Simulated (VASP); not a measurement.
Crystal: AgRh.

```xyz
2
Lattice="2.7209 0.0000 0.0000 -1.3604 2.3564 0.0000 0.0000 0.0000 4.7104" Properties=species:S:1:pos:R:3 pbc="T T T"
Ag    0.0000    0.0000    2.3552
Rh    1.3604    0.7855    0.0000
```

This cell differs from its parent crystal: volume scaled by 0.94.

Base run:

```yaml
Program: VASP 6.6.1
Functional: PBEsol
Potentials_or_basis: VASP PAW PBE potentials, release 64 (Ag, Rh_pv)
Cutoff: 520 eV
k_mesh: 11 × 11 × 6
Occupations: fermi-dirac, width 0.05 eV
Spin: no spin polarisation
```

Its results: band gap on the k mesh zero (band 13 reaches 10.77 eV, above the bottom of band 14 at 9.30 eV); pressure -1.1 GPa.

Task: After a change of settings the same cell gave: band gap on the k mesh zero (band 13 reaches 10.87 eV, above the bottom of band 14 at 9.32 eV); pressure 4.3 GPa. Which change was it?
A. functional from PBEsol to PBE; further incar settings from ALGO = Normal; EDIFF = 1e-07; NBANDS = 20 to ALGO = Fast; EDIFF = 1e-07; NBANDS = 20
B. functional from PBEsol to r2SCAN; further incar settings from ALGO = Normal; EDIFF = 1e-07; NBANDS = 20 to ALGO = Normal; EDIFF = 1e-06; NBANDS = 20
C. functional from PBEsol to PBE; further incar settings from ALGO = Normal; EDIFF = 1e-07; NBANDS = 20 to ALGO = Fast; EDIFF = 1e-06; NBANDS = 20
D. functional from PBEsol to LDA; potentials or basis from VASP PAW PBE potentials, release 64 (Ag, Rh_pv) to VASP PAW LDA potentials, release 64 (Ag, Rh_pv)

Result: B.

Caveats: the PAW data sets were made with another functional, which shifts forces and pressure a little.
